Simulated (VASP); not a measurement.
# Ge (Fd-3m) in VASP: single point with PBE

Aim: the single point of Ge with PBE.

Program: VASP 6.6.1. These are calculated values, not measurements. Logs are shortened: lines on timing, memory, paths and dates and some standing lists are left out, and cuts for length are marked.

**Experimental background.**

“Electronic and optical properties of SixGe1-x-ySny alloys lattice-matched to Ge”, 2021, arxiv:2109.02782 reports, for a bulk crystal of Ge at 300 K: band gap 0.807 eV (direct).

How close the calculation comes is told below.

## 1. The cell of the first run

The structure is cubic, space group Fd-3m (No. 227). Conventional cell: a = 5.761 Å, b = 5.761 Å, c = 5.761 Å, α = 90.00°, β = 90.00°, γ = 90.00°. Within 3.3 Å of Ge (site symmetry -43m) lie 4 Ge at 2.49 Å.

## 2. Single point, PBE

Contents of INCAR:

```
SYSTEM = Ge
ALGO = Normal
EDIFF = 1E-7
ENCUT = 520
GGA = PE
ISIF = 2
ISMEAR = 0
ISYM = 0
LASPH = .True.
LCHARG = .False.
LREAL = .False.
LWAVE = .False.
NBANDS = 21
NELM = 60
PREC = Accurate
SIGMA = 0.1
```

Contents of KPOINTS:

```
k-points
0
Gamma
  9 6 17
  0 0 0
```

Contents of POSCAR:

```
Ge
1.0
    4.0736936901      0.0000000000      0.0000000000
    0.0000000000      5.7610728656      0.0000000000
    2.0368468451      2.8805364328      2.0368468451
Ge
2
Direct
    0.0000000000      0.0000000000      0.0000000000
    0.5000000000      0.2500000000      0.0000000000
```

Potentials or basis: VASP PAW PBE potentials, release 64 (Ge_d).

Started as:

```sh
> cat potpaw_PBE.64/Ge_d/POTCAR > POTCAR
> mpirun -np 1 vasp_std > vasp.out
```

OUTCAR:

```text
SYSTEM = Ge
   EDIFF = 1E-7
   ENCUT = 520
   GGA = PE
   ISIF = 2
   ISMEAR = 0
   ISYM = 0
   LASPH = .True.
   LREAL = .False.
   NELM = 60
   PREC = Accurate

 ion  position               nearest neighbor table
   1  0.000  0.000  0.000-   2 2.49   2 2.49   2 2.49   2 2.49
   2  0.500  0.250  0.000-   1 2.49   1 2.49   1 2.49   1 2.49

IMPORTANT INFORMATION: All symmetrisations will be switched off!
NOSYMM: (Re-)initialisation of all symmetry stuff for point group C_1.

----------------------------------------------------------------------------------------

                                     Primitive cell

  volume of cell :      47.8024

  direct lattice vectors                    reciprocal lattice vectors
     4.073693690  0.000000000  0.000000000     0.245477465  0.000000000 -0.245477465
     0.000000000  5.761072866  0.000000000     0.000000000  0.173578780 -0.245477465
     2.036846845  2.880536433  2.036846845     0.000000000  0.000000000  0.490954930

  length of vectors
     4.073693690  5.761072866  4.073693690     0.347157560  0.300647266  0.490954930

  position of ions in fractional coordinates (direct lattice)
     0.000000000  0.000000000  0.000000000
     0.500000000  0.250000000  0.000000000

  ion indices of the primitive-cell ions
   primitive index   ion index
                 1           1
                 2           2

----------------------------------------------------------------------------------------

 KPOINTS: k-points

Automatic generation of k-mesh.
 Grid dimensions read from file:
 generate k-points for:    9    6   17

 Generating k-lattice:

  Cartesian coordinates                     Fractional coordinates (reciprocal lattice)
     0.027275274  0.000000000 -0.027275274     0.111111111  0.000000000  0.000000000
     0.000000000  0.028929797 -0.040912911     0.000000000  0.166666667  0.000000000
     0.000000000  0.000000000  0.028879702     0.000000000  0.000000000  0.058823529

  Length of vectors
     0.038573062  0.050107878  0.028879702

  Shift w.r.t. Gamma in fractional coordinates (k-lattice)
     0.000000000  0.000000000  0.000000000

 -----------------------------------------------------------------------------
|                                                                             |
|           W    W    AA    RRRRR   N    N  II  N    N   GGGG   !!!           |
|           W    W   A  A   R    R  NN   N  II  NN   N  G    G  !!!           |
|           W    W  A    A  R    R  N N  N  II  N N  N  G       !!!           |
|           W WW W  AAAAAA  RRRRR   N  N N  II  N  N N  G  GGG   !            |
|           WW  WW  A    A  R   R   N   NN  II  N   NN  G    G                |
|           W    W  A    A  R    R  N    N  II  N    N   GGGG   !!!           |
|                                                                             |
|     Your reciprocal lattice and k-lattice belong to different lattice       |
|     classes:                                                                |
|                                                                             |
|        The reciprocal lattice is body-centered cubic,                       |
|        whereas your k-lattice is triclinic.                                 |
|                                                                             |
|     Results are often still useful ...                                      |
|                                                                             |
 -----------------------------------------------------------------------------

 WARNING: IBZKPT: internal override: KBLOWUP is changed to .FALSE.
      ... skipping the blow-up phase ...

 Subroutine IBZKPT returns following result:
 ===========================================

 Found    460 irreducible k-points:

 Following reciprocal coordinates:
            Coordinates               Weight
  0.000000  0.000000  0.000000      1.000000
  0.111111  0.000000  0.000000      2.000000
  0.222222  0.000000  0.000000      2.000000
  0.333333  0.000000  0.000000      2.000000
  0.444444  0.000000  0.000000      2.000000
  0.000000  0.166667  0.000000      2.000000
[... 16 lines left out ...]
 -0.111111  0.333333 -0.000000      2.000000
  0.000000  0.500000 -0.000000      1.000000
 [... further k-points ...]
   k-points           NKPTS =    460   k-points in BZ     NKDIM =    460   number of bands    NBANDS=     21
   number of dos      NEDOS =    301   number of ions     NIONS =      2
   total plane-waves  NPLWV =  43200
   dimension x,y,z NGX =    30 NGY =   48 NGZ =   30
   dimension x,y,z NGXF=    60 NGYF=   96 NGZF=   60
   ions per type =               2
   NGX,Y,Z   is equivalent  to a cutoff of  12.24, 13.85, 12.24 a.u.
   NGXF,Y,Z  is equivalent  to a cutoff of  24.49, 27.70, 24.49 a.u.
 SYSTEM =  Ge
   PREC   = accura    normal or accurate (medium, high low for compatibility)
   ISTART =      0    job   : 0-new  1-cont  2-samecut
   ICHARG =      2    charge: 1-file 2-atom 10-const
   ISPIN  =      1    spin polarized calculation?
   LNONCOLLINEAR =      F non collinear calculations
   LSORBIT =      F    spin-orbit coupling
   LASPH  =      T    aspherical Exc in radial PAW
   ENCUT  =  520.0 eV  38.22 Ry    6.18 a.u.   7.57 10.71  7.57*2*pi/ulx,y,z
   NELM   =     60;   NELMIN=  2; NELMDL= -5     # of ELM steps
   EDIFF  = 0.1E-06   stopping-criterion for ELM
   LREAL  =      F    real-space projection
   EDIFFG = 0.1E-05   stopping-criterion for IOM
   NSW    =      0    number of steps for IOM
   IBRION =     -1    ionic relax: 0-MD 1-quasi-New 2-CG
   NFREE  =      0    steps in history (QN), initial steepest desc. (CG)
   ISIF   =      2    stress and relaxation
   ISYM   =      0    0-nonsym 1-usesym 2-fastsym
   POTIM  = 0.5000    time-step for ionic-motion
   TEBEG  =    0.0;   TEEND  =   0.0 temperature during run
   PSTRESS=    0.0 pullay stress
   NELECT =      28.0000    total number of electrons
   NUPDOWN=      -1.0000    fix difference up-down
   EMIN   =  10.00;   EMAX   =-10.00  energy-range for DOS
   EFERMI =   0.00;   METHOD = LEGACY
   ISMEAR =     0;   SIGMA  =   0.10  broadening in eV -4-tet -1-fermi 0-gaus
   EFERMI_NEDOS =   21; number of points for ismear=-14 and -15
   IALGO  =     38    algorithm
   IMIX   =      4    mixing-type and parameters
     AMIX     =   0.40;   BMIX     =  1.00
     AMIX_MAG =   1.60;   BMIX_MAG =  1.00
  volume/ion in A,a.u.               =      23.90       161.29
  Fermi-wavevector in a.u.,A,eV,Ry     =   1.369759  2.588469 25.527788  1.876239
  Thomas-Fermi vector in A             =   2.495606
   LORBIT       =      0    0 simple, 1 ext, 2 COOP (PROOUT), +10 PAW based schemes
   GGA     = PE    functional components
   LHFCALC =     F    Hartree Fock is set to
   AEXX    =    0.0000 exact exchange contribution
   IVDW    =     0    specifies the selected vdW correction
   LEPSILON=     F    determine dielectric tensor
   LRPA    =     F    only Hartree local field effects (RPA)
 non-spin polarized calculation
 Gauss-broadening in eV      SIGMA  =   0.10
  energy-cutoff  :      520.00
  volume of cell :       47.80
 maximum number of plane-waves:      1307
   NGX = 15   NGY = 21   NGZ = 15

 number of electron      27.9999993 magnetization

 Free energy of the ion-electron system (eV)
  ---------------------------------------------------
  ext. energy  EPLUGINS =         0.00000000
  ---------------------------------------------------
  free energy    TOTEN  =        -9.03615670 eV

  energy without entropy =       -9.03578713  energy(sigma->0) =       -9.03597191

 E-fermi :   4.4975     XC(G=0):  -9.6701

 val. band max:        4.4781254426   @ k =   0.0000   0.0000   0.0000
 cond. band min:       4.5028306293   @ k =   0.0000   0.5000  -0.0000
 fundamental gap:      0.0247051867
 Fermi energy:         4.4974780207

 k-point     1 :       0.0000    0.0000    0.0000
  band No.  band energies     occupation
      1     -20.2683      2.00000
      2     -20.2679      2.00000
      3     -20.2678      2.00000
      4     -20.2360      2.00000
      5     -20.2357      2.00000
      6     -20.0531      2.00000
[... 13 lines left out ...]
     20      13.8166      0.00000
     21      13.8166      0.00000

 k-point     2 :       0.1111    0.0000    0.0000
  band No.  band energies     occupation
      1     -20.2734      2.00000
      2     -20.2721      2.00000
      3     -20.2719      2.00000
      4     -20.2299      2.00000
      5     -20.2193      2.00000
      6     -20.0787      2.00000
[... 13 lines left out ...]
     20      12.0511      0.00000
     21      14.0202      0.00000

 k-point     3 :       0.2222    0.0000    0.0000
  band No.  band energies     occupation
      1     -20.2815      2.00000
      2     -20.2814      2.00000
      3     -20.2741      2.00000
      4     -20.2125      2.00000
      5     -20.1861      2.00000
      6     -20.1177      2.00000
[... 13 lines left out ...]
     20      13.7686      0.00000
     21      14.6320      0.00000

 k-point     4 :       0.3333    0.0000    0.0000
  band No.  band energies     occupation
      1     -20.2912      2.00000
      2     -20.2911      2.00000
      3     -20.2625      2.00000
      4     -20.1862      2.00000
      5     -20.1610      2.00000
      6     -20.1467      2.00000
[... 13 lines left out ...]
     20      15.6542      0.00000
     21      15.9492      0.00000

 k-point     5 :       0.4444    0.0000    0.0000
  band No.  band energies     occupation
      1     -20.2971      2.00000
      2     -20.2970      2.00000
      3     -20.2380      2.00000
      4     -20.2029      2.00000
      5     -20.1544      2.00000
      6     -20.1211      2.00000
[... 13 lines left out ...]
     20      16.3090      0.00000
     21      17.0897      0.00000
[... 382 lines left out ...]
     20      13.3189      0.00000
     21      13.3190      0.00000

 k-point    22 :      -0.2222    0.3333   -0.0000
  band No.  band energies     occupation
      1     -20.2895      2.00000
      2     -20.2862      2.00000
      3     -20.2544      2.00000
      4     -20.2120      2.00000
      5     -20.1993      2.00000
      6     -20.0909      2.00000
[... 13 lines left out ...]
     20      12.9819      0.00000
     21      14.0095      0.00000

 k-point    23 :      -0.1111    0.3333   -0.0000
  band No.  band energies     occupation
      1     -20.2895      2.00000
      2     -20.2862      2.00000
      3     -20.2545      2.00000
      4     -20.2120      2.00000
      5     -20.1992      2.00000
      6     -20.0909      2.00000
[... 13 lines left out ...]
     20      12.9823      0.00000
     21      14.0094      0.00000

 k-point    24 :       0.0000    0.5000   -0.0000
  band No.  band energies     occupation
      1     -20.2895      2.00000
      2     -20.2893      2.00000
      3     -20.2523      2.00000
      4     -20.1996      2.00000
      5     -20.1994      2.00000
      6     -20.0849      2.00000
[... 13 lines left out ...]
     20      14.9252      0.00000
     21      15.4184      0.00000

 [... further k-points ...]
[... 5 lines left out ...]
  --------------------------------------------------------------------------------------
  -------------------------------------------------------------------------------------
  Total       -0.0037920     -0.0173406     -0.0141688     -0.0005893      0.0041439     -0.0003460
  in kB       -0.1270957     -0.5811981     -0.4748891     -0.0197524      0.1388897     -0.0115971
  external PRESSURE =      -0.3943943 kB  Pullay stress =       0.0000000 kB

 VOLUME and BASIS-vectors are now :
 -----------------------------------------------------------------------------
  energy-cutoff  :      520.00
  volume of cell :       47.80
      direct lattice vectors                 reciprocal lattice vectors
     4.073693690  0.000000000  0.000000000     0.245477465  0.000000000 -0.245477465
     0.000000000  5.761072866  0.000000000     0.000000000  0.173578780 -0.245477465
     2.036846845  2.880536433  2.036846845     0.000000000  0.000000000  0.490954930

 POSITION                                       TOTAL-FORCE (eV/Angst)
 -----------------------------------------------------------------------------------
      0.00000      0.00000      0.00000        -0.000270      0.004036     -0.002655
      2.03685      1.44027      0.00000         0.000270     -0.004036      0.002655
 -----------------------------------------------------------------------------------
    total drift:                                0.000000     -0.000001      0.000001

  FREE ENERGIE OF THE ION-ELECTRON SYSTEM (eV)
  ---------------------------------------------------
  free  energy   TOTEN  =        -9.0361566972 eV

  energy  without entropy=       -9.0357871292  energy(sigma->0) =       -9.03597191
```

It took 9.9 min on 1 thread of Intel Xeon Platinum 8375C at 2.90GHz (Ice Lake), shared host; peak memory 0.47 GiB.

What came out:

```
Free energy            : -9.0362 eV
Pressure               : 0.0 GPa
Band gap on the k mesh : zero (filled and empty bands touch)
```

Levels at points of the mesh, in eV from the Fermi level:
```
           k point  band 10  band 11  band 12  band 13  band 14  band 15  band 16  band 17  band 18  band 19
(0.00, 0.00, 0.00)   -24.54   -12.39    -0.47    -0.02    -0.02    -0.02     2.51     2.51     2.51     6.28
(0.00, 0.50, 0.00)   -24.52   -10.43    -7.38    -1.34    -1.34     0.01     3.70     3.70     7.08    10.21
```

Caveat: semilocal functionals underestimate gaps, and a narrow one can read as zero.

## 3. Comparison with measurements

Step 2. Against the measured gap of Ge, 0.807 eV (direct; 300 K; “Electronic and optical properties of SixGe1-x-ySny alloys lattice-matched to Ge”, 2021, arxiv:2109.02782), the calculated 0.00 eV is off by -0.81 eV. 3 values of this kind are on record (0.666 to 0.807 eV); this one was drawn at random among those near their median. Spin-orbit coupling on Ge is left out. The value is that of PBE on a finite k mesh, which can miss the band edges, without temperature or zero-point motion. Semilocal functionals fall short of measured gaps as a rule.

The gap in the log of VASP goes by the Fermi energy; the results here count the filled bands.